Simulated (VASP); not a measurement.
# TeRh (P6_3/mmc) in VASP: single point with LDA

Aim: the single point of TeRh with LDA.

Everything below comes from runs of VASP 6.6.1. Logs are shortened: lines on timing, memory, paths and dates and some standing lists are left out, and cuts for length are marked.

**1. The cell of the first run**

It takes space group P6_3/mmc (No. 194, hexagonal). The conventional cell has a = 3.990 Å, b = 3.990 Å, c = 5.660 Å, α = 90.00°, β = 90.00°, γ = 120.00°. Te (site symmetry -6m2) has 6 Rh at 2.70 Å and 6 Te at 3.65 Å within 3.7 Å. Rh (site symmetry -3m) has 6 Te at 2.70 Å and 2 Rh at 2.83 Å within 3.6 Å.

**2. Single point, LDA**

Input file INCAR:

```
SYSTEM = TeRh
PREC     = Accurate       ! precision mode
ENCUT    = 520            ! plane-wave cutoff, eV
EDIFF    = 1E-7           ! SCF threshold, eV
ISMEAR   = 0              ! smearing method
SIGMA    = 0.15           ! smearing width, eV
LREAL    = .False.        ! projectors in reciprocal space
LASPH    = .True.         ! aspherical terms in the spheres
NELM     = 100            ! most SCF steps
ALGO     = Normal         ! electronic algorithm
ISIF     = 2              ! what is computed and relaxed
LWAVE    = .False.        ! write WAVECAR
LCHARG   = .False.        ! write CHGCAR
NBANDS   = 29             ! bands
```

Input file KPOINTS:

```
regular mesh
0
Gamma
  15 15 8
  0 0 0
```

Input file POSCAR:

```
TeRh
1.0
    3.9899994106      0.0000000000      0.0000000000
   -1.9949997053      3.4554408507      0.0000000000
    0.0000000000      0.0000000000      5.6600000000
Te Rh
2 2
Direct
    0.3333333333      0.6666666667      0.2500000000
    0.6666666667      0.3333333333      0.7500000000
    0.0000000000      0.0000000000      0.0000000000
    0.0000000000      0.0000000000      0.5000000000
```

Potentials or basis: VASP PAW LDA potentials, release 64 (Te, Rh_pv).

On the command line:

```bash
$ cat potpaw_LDA.64/Te/POTCAR potpaw_LDA.64/Rh_pv/POTCAR > POTCAR
$ mpirun -np 1 vasp_std > vasp.out
```

OUTCAR:

```text
SYSTEM = TeRh
   PREC = Accurate
   ENCUT = 520
   EDIFF = 1E-7
   ISMEAR = 0
   LREAL = .False.
   LASPH = .True.
   NELM = 100
   ISIF = 2

 ion  position               nearest neighbor table
   1  0.333  0.667  0.250-   3 2.70   4 2.70   3 2.70   4 2.70   3 2.70   4 2.70   2 3.65   2 3.65
                             2 3.65   2 3.65   2 3.65   2 3.65
   2  0.667  0.333  0.750-   3 2.70   4 2.70   3 2.70   4 2.70   3 2.70   4 2.70   1 3.65   1 3.65
                             1 3.65   1 3.65   1 3.65   1 3.65
   3  0.000  0.000  0.000-   1 2.70   2 2.70   2 2.70   1 2.70   2 2.70   1 2.70   4 2.83   4 2.83

   4  0.000  0.000  0.500-   1 2.70   2 2.70   2 2.70   1 2.70   2 2.70   1 2.70   3 2.83   3 2.83

  LATTYP: Found a hexagonal cell.
 ALAT       =     3.9899994106
 C/A-ratio  =     1.4185465755

  Lattice vectors:

 A1 = (   3.9899994106,   0.0000000000,   0.0000000000)
 A2 = (  -1.9949997053,   3.4554408507,   0.0000000000)
 A3 = (   0.0000000000,   0.0000000000,   5.6600000000)

Analysis of symmetry for initial positions (statically):
=====================================================================
 Subroutine PRICEL returns:
 Original cell was already a primitive cell.

 Routine SETGRP: Setting up the symmetry group for a
 hexagonal supercell.

 Subroutine GETGRP returns: Found 24 space group operations
 (whereof 12 operations were pure point group operations)
 out of a pool of 24 trial point group operations.

The static configuration has the point symmetry D_3d.
 The point group associated with its full space group is D_6h.

Analysis of symmetry for dynamics (positions and initial velocities):
=====================================================================
 Subroutine PRICEL returns:
 Original cell was already a primitive cell.

 Routine SETGRP: Setting up the symmetry group for a
 hexagonal supercell.

 Subroutine GETGRP returns: Found 24 space group operations
 (whereof 12 operations were pure point group operations)
 out of a pool of 24 trial point group operations.

The dynamic configuration has the point symmetry D_3d.
 The point group associated with its full space group is D_6h.

 Subroutine INISYM returns: Found 24 space group operations
 (whereof 12 operations are pure point group operations),
 and found     1 'primitive' translations

----------------------------------------------------------------------------------------

                                     Primitive cell

  volume of cell :      78.0356

  direct lattice vectors                    reciprocal lattice vectors
[... 93 lines left out ...]
   EDIFFG = 0.1E-05   stopping-criterion for IOM
   NSW    =      0    number of steps for IOM
   IBRION =     -1    ionic relax: 0-MD 1-quasi-New 2-CG
   NFREE  =      0    steps in history (QN), initial steepest desc. (CG)
   ISIF   =      2    stress and relaxation
   ISYM   =      2    0-nonsym 1-usesym 2-fastsym
   POTIM  = 0.5000    time-step for ionic-motion
   TEBEG  =    0.0;   TEEND  =   0.0 temperature during run
   PSTRESS=    0.0 pullay stress
   NELECT =      42.0000    total number of electrons
   NUPDOWN=      -1.0000    fix difference up-down
   EMIN   =  10.00;   EMAX   =-10.00  energy-range for DOS
   EFERMI =   0.00;   METHOD = LEGACY
   ISMEAR =     0;   SIGMA  =   0.15  broadening in eV -4-tet -1-fermi 0-gaus
   EFERMI_NEDOS =   21; number of points for ismear=-14 and -15
   IALGO  =     38    algorithm
   IMIX   =      4    mixing-type and parameters
     AMIX     =   0.40;   BMIX     =  1.00
     AMIX_MAG =   1.60;   BMIX_MAG =  1.00
  volume/ion in A,a.u.               =      19.51       131.65
  Fermi-wavevector in a.u.,A,eV,Ry     =   1.331661  2.516474 24.127498  1.773321
  Thomas-Fermi vector in A             =   2.460655
   LORBIT       =      0    0 simple, 1 ext, 2 COOP (PROOUT), +10 PAW based schemes
   GGA     = CA    functional components
   LHFCALC =     F    Hartree Fock is set to
   AEXX    =    0.0000 exact exchange contribution
   IVDW    =     0    specifies the selected vdW correction
   LEPSILON=     F    determine dielectric tensor
   LRPA    =     F    only Hartree local field effects (RPA)
 non-spin polarized calculation
 Gauss-broadening in eV      SIGMA  =   0.15
  energy-cutoff  :      520.00
  volume of cell :       78.04
 maximum number of plane-waves:      2126
 NGX is ok and might be reduce to    30
   NGX = 15   NGY = 15   NGZ = 21

 number of electron      42.0000023 magnetization

 Free energy of the ion-electron system (eV)
  ---------------------------------------------------
  ext. energy  EPLUGINS =         0.00000000
  ---------------------------------------------------
  free energy    TOTEN  =       -26.32485433 eV

  energy without entropy =      -26.29663664  energy(sigma->0) =      -26.31074548

 E-fermi :  10.4410     XC(G=0): -11.9127

 val. band max:       10.4291424492   @ k =   0.2667  -0.0000   0.3750
 cond. band min:      10.4438386667   @ k =   0.4667   0.0667   0.5000
 fundamental gap:      0.0146962174
 Fermi energy:        10.4410036537

 k-point     1 :       0.0000    0.0000    0.0000
  band No.  band energies     occupation
      1     -35.8298      2.00000
      2     -35.6415      2.00000
      3     -35.6415      2.00000
      4     -35.6159      2.00000
      5     -35.6159      2.00000
      6     -35.5805      2.00000
[... 757 lines left out ...]
     28      18.8855      0.00000
     29      18.9105      0.00000

 [... further k-points ...]

------------------------ aborting loop because EDIFF is reached ----------------------------------------

  FORCE on cell =-STRESS in cart. coord.  units (eV):
  Direction    XX          YY          ZZ          XY          YZ          ZX
  --------------------------------------------------------------------------------------
  -------------------------------------------------------------------------------------
  Total       -1.1757102     -1.1757102     -2.0272842      0.0000000      0.0000000      0.0000000
  in kB      -24.1389374    -24.1389374    -41.6229160      0.0000000      0.0000000      0.0000000
  external PRESSURE =     -29.9669302 kB  Pullay stress =       0.0000000 kB

 VOLUME and BASIS-vectors are now :
 -----------------------------------------------------------------------------
  energy-cutoff  :      520.00
  volume of cell :       78.04
      direct lattice vectors                 reciprocal lattice vectors
     3.989999411  0.000000000  0.000000000     0.250626603  0.144699337  0.000000000
    -1.994999705  3.455440851  0.000000000     0.000000000  0.289398674  0.000000000
     0.000000000  0.000000000  5.660000000     0.000000000  0.000000000  0.176678445

 POSITION                                       TOTAL-FORCE (eV/Angst)
 -----------------------------------------------------------------------------------
     -0.00000      2.30363      1.41500         0.000000     -0.000000      0.000000
      1.99500      1.15181      4.24500        -0.000000      0.000000      0.000000
      0.00000      0.00000      0.00000         0.000000      0.000000      0.000000
      0.00000      0.00000      2.83000         0.000000      0.000000      0.000000
 -----------------------------------------------------------------------------------
    total drift:                                0.000000     -0.000000      0.000000

  FREE ENERGIE OF THE ION-ELECTRON SYSTEM (eV)
  ---------------------------------------------------
  free  energy   TOTEN  =       -26.3248543306 eV

  energy  without entropy=      -26.2966366358  energy(sigma->0) =      -26.31074548
```

stdout:

```text
POSCAR found type information on POSCAR TeRh
 POSCAR found :  2 types and       4 ions
 scaLAPACK will be used
 LDA part: xc-table for (Slater(with rela. corr.)+CA(PZ))
 , standard interpolation
 POSCAR, INCAR and KPOINTS ok, starting setup
 FFT: planning ... GRIDC
 FFT: planning ... GRID_SOFT
 FFT: planning ... GRID
 WAVECAR not read
 entering main loop
```

Wall time 4.1 min (1 thread of Intel Xeon Platinum 8375C at 2.90GHz (Ice Lake), shared host); peak memory 0.36 GiB.

Results:

```yaml
Free_energy: -26.3249 eV
Pressure: -3.0 GPa
Band_gap_on_the_k_mesh: zero (bands 21 and 22 overlap by 2.77 eV)
```

Levels at points of the mesh, in eV from the Fermi level:
```tsv
k point	band 19	band 20	band 21	band 22	band 23	band 24
(0.00, 0.00, 0.00)	-1.02	-1.02	0.37	0.90	2.48	3.06
(0.00, 0.00, 0.50)	-1.40	-1.40	1.68	1.68	1.68	1.68
```

Caveat: spin-orbit coupling is left out, which moves the levels of the heavy elements.
